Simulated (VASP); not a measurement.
Crystal: Ta2TiSi3.

```xyz
6
Lattice="4.0205 0.0000 0.0000 0.0000 4.0205 0.0000 0.0000 0.0000 5.6178" Properties=species:S:1:pos:R:3 pbc="T T T"
Ti    2.0103    2.0103    2.8089
Ta    0.0000    2.0103    2.8089
Ta    2.0103    0.0000    2.8089
Si    2.0103    2.0103    1.0027
Si    2.0103    2.0103    4.6151
Si    0.0000    0.0000    0.0000
```

| Quantity | Value |
| --- | --- |
| Program | VASP 6.6.1 |
| Task | relaxation of cell and atoms |
| Functional | PBE |
| Potentials or basis | VASP PAW PBE potentials, release 64 (Ti_sv, Ta_pv, Si) |
| Cutoff | 600 eV |
| k mesh | 4 × 4 × 4 |
| Occupations | gaussian, width 0.1 eV |
| Spin | no spin polarisation |

At the start: pressure 86.8 GPa; volume 15.13 Å³/atom.

Task: How do energy, volume and symmetry change on relaxing?

Result: Over 15 steps the energy falls by 1789.6 meV/atom and the volume is 23.85 Å³/atom (+57.6 %); space group P4/mmm (No. 123, to 0.05 Å).

Step by step:
```tsv
step	energy change (eV)	largest force (eV/Å)	pressure (GPa)	volume (Å³)
1	0.0000	8.6059	86.78	90.81
2	-1.2914	15.4312	-4.66	245.79
3	-8.8036	12.8406	6.33	140.40
4	-6.7894	0.0453	-8.99	209.34
5	-7.9444	0.7885	-9.10	190.76
6	-9.0983	1.2664	-8.84	175.89
7	-10.3600	0.0762	-5.78	157.56
8	-10.5086	2.4477	-2.22	148.84
9	-10.5253	1.6315	-3.37	151.15
10	-10.5259	1.7739	-3.17	150.71
11	-10.7094	0.7154	1.80	139.92
12	-10.7136	0.8863	1.08	141.20
13	-10.7315	0.4499	-0.12	143.21
14	-10.7366	0.0454	0.24	142.55
15	-10.7374	0.0005	-0.02	143.08
```

Final structure:
```yaml
crystal:
  lattice:
    - [4.59346, 0.00000, 0.00000]
    - [0.00000, 4.59346, 0.00000]
    - [0.00000, 0.00000, 6.78106]
  atoms:
    - { symbol: Ti, position: [0.50000, 0.50000, 0.50000] }
    - { symbol: Ta, position: [0.00000, 0.50000, 0.50000] }
    - { symbol: Ta, position: [0.50000, 0.00000, 0.50000] }
    - { symbol: Si, position: [0.50000, 0.50000, 0.16122] }
    - { symbol: Si, position: [0.50000, 0.50000, 0.83878] }
    - { symbol: Si, position: [0.00000, 0.00000, 0.00000] }
```

Caveat: the k points lie up to 0.34 Å⁻¹ apart in the final cell; the volume moved by over 15 % at a fixed basis, so the end points are rough.
